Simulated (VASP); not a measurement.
# Ge5As (F-43m) in VASP: single point with PBE

Aim: the single point of Ge5As with PBE.

Everything below comes from runs of VASP 6.6.1. Logs are shortened: lines on timing, memory, paths and dates and some standing lists are left out, and cuts for length are marked.

## (1) The cell of the first run

The structure is cubic, space group F-43m (No. 216). Conventional cell: a = 7.845 Å, b = 7.845 Å, c = 7.845 Å, α = 90.00°, β = 90.00°, γ = 90.00°. Ge (site symmetry -43m) has 12 Ge at 3.25 Å and 4 As at 3.40 Å within 4.3 Å. Ge (site symmetry 3m) has 9 Ge at 2.77 to 3.25 Å and 3 As at 3.25 Å within 3.7 Å. As (site symmetry -43m) has 16 Ge at 3.25 to 3.40 Å within 4.3 Å.

## (2) Single point, PBE

File INCAR:

```
SYSTEM = Ge5As
PREC = Accurate ; ENCUT = 520
EDIFF = 1E-6 ; ISMEAR = 0
SIGMA = 0.1 ; LREAL = .False.
LASPH = .True. ; NELM = 80
ALGO = Normal ; ISIF = 2
LWAVE = .False. ; LCHARG = .False.
GGA = PE ; NBANDS = 46
```

File KPOINTS:

```
Automatic mesh
0
Gamma
  4 4 4
  0 0 0
```

File POSCAR:

```
Ge5As
1.0
    0.0000000000      3.9223547800      3.9223547800
    3.9223547800      0.0000000000      3.9223547800
    3.9223547800      3.9223547800      0.0000000000
Ge As
5 1
Direct
    0.2500000000      0.2500000000      0.2500000000
    0.1250000000      0.6250000000      0.6250000000
    0.6250000000      0.6250000000      0.6250000000
    0.6250000000      0.1250000000      0.6250000000
    0.6250000000      0.6250000000      0.1250000000
    0.0000000000      0.0000000000      0.0000000000
```

Potentials or basis: VASP PAW PBE potentials, release 64 (Ge_d, As).

The run is started by

```
cat potpaw_PBE.64/Ge_d/POTCAR potpaw_PBE.64/As/POTCAR > POTCAR
mpirun -np 1 vasp_std > vasp.out
```

OUTCAR:

```text
SYSTEM = Ge5As
   PREC = Accurate
   ENCUT = 520
   EDIFF = 1E-6
   ISMEAR = 0
   LREAL = .False.
   LASPH = .True.
   NELM = 80
   ISIF = 2
   GGA = PE

 ion  position               nearest neighbor table
   1  0.250  0.250  0.250-
   2  0.125  0.625  0.625-   3 2.77   5 2.77   4 2.77   3 2.77   4 2.77   5 2.77
   3  0.625  0.625  0.625-   2 2.77   4 2.77   5 2.77   5 2.77   4 2.77   2 2.77
   4  0.625  0.125  0.625-   3 2.77   5 2.77   2 2.77   3 2.77   5 2.77   2 2.77
   5  0.625  0.625  0.125-   3 2.77   2 2.77   3 2.77   4 2.77   4 2.77   2 2.77
   6  0.000  0.000  0.000-

  LATTYP: Found a face centered cubic cell.
 ALAT       =     7.8447095600

  Lattice vectors:

 A1 = (   0.0000000000,   3.9223547800,   3.9223547800)
 A2 = (   3.9223547800,   0.0000000000,   3.9223547800)
 A3 = (   3.9223547800,   3.9223547800,   0.0000000000)

Analysis of symmetry for initial positions (statically):
=====================================================================
 Subroutine PRICEL returns:
 Original cell was already a primitive cell.

 Routine SETGRP: Setting up the symmetry group for a
 face centered cubic supercell.

 Subroutine GETGRP returns: Found 24 space group operations
 (whereof 24 operations were pure point group operations)
 out of a pool of 48 trial point group operations.

The static configuration has the point symmetry T_d .

Analysis of symmetry for dynamics (positions and initial velocities):
=====================================================================
 Subroutine PRICEL returns:
 Original cell was already a primitive cell.

 Routine SETGRP: Setting up the symmetry group for a
 face centered cubic supercell.

 Subroutine GETGRP returns: Found 24 space group operations
 (whereof 24 operations were pure point group operations)
 out of a pool of 48 trial point group operations.

The dynamic configuration has the point symmetry T_d .

 Subroutine INISYM returns: Found 24 space group operations
 (whereof 24 operations are pure point group operations),
 and found     1 'primitive' translations

----------------------------------------------------------------------------------------

                                     Primitive cell

  volume of cell :     120.6898

  direct lattice vectors                    reciprocal lattice vectors
     0.000000000  3.922354780  3.922354780    -0.127474445  0.127474445  0.127474445
     3.922354780  0.000000000  3.922354780     0.127474445 -0.127474445  0.127474445
     3.922354780  3.922354780  0.000000000     0.127474445  0.127474445 -0.127474445

  length of vectors
     5.547047326  5.547047326  5.547047326     0.220792216  0.220792216  0.220792216

  position of ions in fractional coordinates (direct lattice)
     0.250000000  0.250000000  0.250000000
     0.125000000  0.625000000  0.625000000
     0.625000000  0.625000000  0.625000000
     0.625000000  0.125000000  0.625000000
     0.625000000  0.625000000  0.125000000
     0.000000000  0.000000000  0.000000000

  ion indices of the primitive-cell ions
   primitive index   ion index
                 1           1
                 2           2
                 3           3
                 4           4
                 5           5
                 6           6

----------------------------------------------------------------------------------------

 KPOINTS: Automatic mesh

Automatic generation of k-mesh.
 Grid dimensions read from file:
 generate k-points for:    4    4    4

 Generating k-lattice:

  Cartesian coordinates                     Fractional coordinates (reciprocal lattice)
    -0.031868611  0.031868611  0.031868611     0.250000000  0.000000000  0.000000000
     0.031868611 -0.031868611  0.031868611     0.000000000  0.250000000  0.000000000
     0.031868611  0.031868611 -0.031868611     0.000000000  0.000000000  0.250000000

  Length of vectors
     0.055198054  0.055198054  0.055198054

  Shift w.r.t. Gamma in fractional coordinates (k-lattice)
     0.000000000  0.000000000  0.000000000

 Subroutine IBZKPT returns following result:
 ===========================================

 Found      8 irreducible k-points:

 Following reciprocal coordinates:
            Coordinates               Weight
  0.000000  0.000000  0.000000      1.000000
  0.250000  0.000000  0.000000      8.000000
  0.500000  0.000000  0.000000      4.000000
  0.250000  0.250000  0.000000      6.000000
  0.500000  0.250000  0.000000     24.000000
 -0.250000  0.250000  0.000000     12.000000
  0.500000  0.500000  0.000000      3.000000
 -0.250000  0.500000  0.250000      6.000000
   k-points           NKPTS =      8   k-points in BZ     NKDIM =      8   number of bands    NBANDS=     46
   number of dos      NEDOS =    301   number of ions     NIONS =      6
   total plane-waves  NPLWV =  74088
   dimension x,y,z NGX =    42 NGY =   42 NGZ =   42
   dimension x,y,z NGXF=    84 NGYF=   84 NGZF=   84
   ions per type =               5   1
   NGX,Y,Z   is equivalent  to a cutoff of  12.59, 12.59, 12.59 a.u.
   NGXF,Y,Z  is equivalent  to a cutoff of  25.17, 25.17, 25.17 a.u.
 SYSTEM =  Ge5As
   PREC   = accura    normal or accurate (medium, high low for compatibility)
   ISTART =      0    job   : 0-new  1-cont  2-samecut
   ICHARG =      2    charge: 1-file 2-atom 10-const
   ISPIN  =      1    spin polarized calculation?
   LNONCOLLINEAR =      F non collinear calculations
   LSORBIT =      F    spin-orbit coupling
   LASPH  =      T    aspherical Exc in radial PAW
   ENCUT  =  520.0 eV  38.22 Ry    6.18 a.u.  10.31 10.31 10.31*2*pi/ulx,y,z
   NELM   =     80;   NELMIN=  2; NELMDL= -5     # of ELM steps
   EDIFF  = 0.1E-05   stopping-criterion for ELM
   LREAL  =      F    real-space projection
   EDIFFG = 0.1E-04   stopping-criterion for IOM
   NSW    =      0    number of steps for IOM
   IBRION =     -1    ionic relax: 0-MD 1-quasi-New 2-CG
   NFREE  =      0    steps in history (QN), initial steepest desc. (CG)
   ISIF   =      2    stress and relaxation
   ISYM   =      2    0-nonsym 1-usesym 2-fastsym
   POTIM  = 0.5000    time-step for ionic-motion
   TEBEG  =    0.0;   TEEND  =   0.0 temperature during run
   PSTRESS=    0.0 pullay stress
   NELECT =      75.0000    total number of electrons
   NUPDOWN=      -1.0000    fix difference up-down
   EMIN   =  10.00;   EMAX   =-10.00  energy-range for DOS
   EFERMI =   0.00;   METHOD = LEGACY
   ISMEAR =     0;   SIGMA  =   0.10  broadening in eV -4-tet -1-fermi 0-gaus
   EFERMI_NEDOS =   21; number of points for ismear=-14 and -15
   IALGO  =     38    algorithm
   IMIX   =      4    mixing-type and parameters
     AMIX     =   0.40;   BMIX     =  1.00
     AMIX_MAG =   1.60;   BMIX_MAG =  1.00
  volume/ion in A,a.u.               =      20.11       135.74
  Fermi-wavevector in a.u.,A,eV,Ry     =   1.397028  2.640000 26.554309  1.951687
  Thomas-Fermi vector in A             =   2.520324
   LORBIT       =      0    0 simple, 1 ext, 2 COOP (PROOUT), +10 PAW based schemes
   GGA     = PE    functional components
   LHFCALC =     F    Hartree Fock is set to
   AEXX    =    0.0000 exact exchange contribution
   IVDW    =     0    specifies the selected vdW correction
   LEPSILON=     F    determine dielectric tensor
   LRPA    =     F    only Hartree local field effects (RPA)
 non-spin polarized calculation
 Gauss-broadening in eV      SIGMA  =   0.10
  energy-cutoff  :      520.00
  volume of cell :      120.69
 maximum number of plane-waves:      3287
 NGX is ok and might be reduce to    42
   NGX = 21   NGY = 21   NGZ = 21

 number of electron      74.9999995 magnetization

 Free energy of the ion-electron system (eV)
  ---------------------------------------------------
  ext. energy  EPLUGINS =         0.00000000
  ---------------------------------------------------
  free energy    TOTEN  =       -24.27280075 eV

  energy without entropy =      -24.25741509  energy(sigma->0) =      -24.26510792

 E-fermi :   6.0718     XC(G=0): -10.8812

 val. band max:        6.0673644644   @ k =  -0.2500   0.5000   0.2500
 cond. band min:       6.2255623156   @ k =   0.5000   0.2500   0.0000
 fundamental gap:      0.1581978513
 Fermi energy:         6.0718107852

 k-point     1 :       0.0000    0.0000    0.0000
  band No.  band energies     occupation
      1     -18.8869      2.00000
      2     -18.8338      2.00000
      3     -18.8338      2.00000
      4     -18.8338      2.00000
      5     -18.8335      2.00000
      6     -18.8335      2.00000
[... 38 lines left out ...]
     45      12.3486      0.00000
     46      12.3486      0.00000

 k-point     2 :       0.2500    0.0000    0.0000
  band No.  band energies     occupation
      1     -18.8694      2.00000
      2     -18.8311      2.00000
      3     -18.8311      2.00000
      4     -18.8251      2.00000
      5     -18.8080      2.00000
      6     -18.8080      2.00000
[... 38 lines left out ...]
     45      10.9851      0.00000
     46      12.5441      0.00000

 k-point     3 :       0.5000    0.0000    0.0000
  band No.  band energies     occupation
      1     -18.8556      2.00000
      2     -18.8285      2.00000
      3     -18.8285      2.00000
      4     -18.7985      2.00000
      5     -18.7883      2.00000
      6     -18.7883      2.00000
[... 38 lines left out ...]
     45      10.5308      0.00000
     46      10.5308      0.00000

 k-point     4 :       0.2500    0.2500    0.0000
  band No.  band energies     occupation
      1     -18.8612      2.00000
      2     -18.8305      2.00000
      3     -18.8255      2.00000
      4     -18.8111      2.00000
      5     -18.8111      2.00000
      6     -18.8063      2.00000
[... 38 lines left out ...]
     45      11.4463      0.00000
     46      11.4464      0.00000

 k-point     5 :       0.5000    0.2500    0.0000
  band No.  band energies     occupation
      1     -18.8403      2.00000
      2     -18.8203      2.00000
      3     -18.8131      2.00000
      4     -18.8049      2.00000
      5     -18.7904      2.00000
      6     -18.7872      2.00000
[... 38 lines left out ...]
     45       9.8569      0.00000
     46      10.2598      0.00000

 k-point     6 :      -0.2500    0.2500    0.0000
  band No.  band energies     occupation
      1     -18.8473      2.00000
      2     -18.8222      2.00000
      3     -18.8194      2.00000
      4     -18.8094      2.00000
      5     -18.7970      2.00000
      6     -18.7898      2.00000
[... 38 lines left out ...]
     45       9.8444      0.00000
     46      10.5483      0.00000

 k-point     7 :       0.5000    0.5000    0.0000
  band No.  band energies     occupation
      1     -18.8323      2.00000
      2     -18.8320      2.00000
      3     -18.7956      2.00000
      4     -18.7891      2.00000
      5     -18.7891      2.00000
      6     -18.7863      2.00000
[... 38 lines left out ...]
     45       8.1854      0.00000
     46       9.4872      0.00000

 k-point     8 :      -0.2500    0.5000    0.2500
  band No.  band energies     occupation
      1     -18.8149      2.00000
      2     -18.8144      2.00000
      3     -18.8115      2.00000
      4     -18.8085      2.00000
      5     -18.7883      2.00000
      6     -18.7863      2.00000
[... 38 lines left out ...]
     45      10.0585      0.00000
     46      10.3409      0.00000

------------------------ aborting loop because EDIFF is reached ----------------------------------------

  FORCE on cell =-STRESS in cart. coord.  units (eV):
  Direction    XX          YY          ZZ          XY          YZ          ZX
  --------------------------------------------------------------------------------------
  -------------------------------------------------------------------------------------
  Total        0.2063486      0.2063486      0.2063486      0.0000000      0.0000000     -0.0000000
  in kB        2.7393124      2.7393124      2.7393124      0.0000000      0.0000000     -0.0000000
  external PRESSURE =       2.7393124 kB  Pullay stress =       0.0000000 kB

 VOLUME and BASIS-vectors are now :
 -----------------------------------------------------------------------------
  energy-cutoff  :      520.00
  volume of cell :      120.69
      direct lattice vectors                 reciprocal lattice vectors
     0.000000000  3.922354780  3.922354780    -0.127474445  0.127474445  0.127474445
     3.922354780  0.000000000  3.922354780     0.127474445 -0.127474445  0.127474445
     3.922354780  3.922354780  0.000000000     0.127474445  0.127474445 -0.127474445

 POSITION                                       TOTAL-FORCE (eV/Angst)
 -----------------------------------------------------------------------------------
      1.96118      1.96118      1.96118         0.000000      0.000000      0.000000
      4.90294      2.94177      2.94177        -0.012861      0.012861      0.012861
      4.90294      4.90294      4.90294        -0.012861     -0.012861     -0.012861
      2.94177      4.90294      2.94177         0.012861     -0.012861      0.012861
      2.94177      2.94177      4.90294         0.012861      0.012861     -0.012861
      0.00000      0.00000      0.00000         0.000000      0.000000      0.000000
 -----------------------------------------------------------------------------------
    total drift:                               -0.000000     -0.000000      0.000000

  FREE ENERGIE OF THE ION-ELECTRON SYSTEM (eV)
  ---------------------------------------------------
  free  energy   TOTEN  =       -24.2728007535 eV

  energy  without entropy=      -24.2574150938  energy(sigma->0) =      -24.26510792
```

Run time: 26 s. Hardware: 1 thread of Intel Xeon 6975P-C (Granite Rapids), shared host; peak memory 0.25 GiB.

What came out:

| Quantity | Value |
| --- | --- |
| Free energy | -24.2728 eV |
| Pressure | 0.3 GPa |
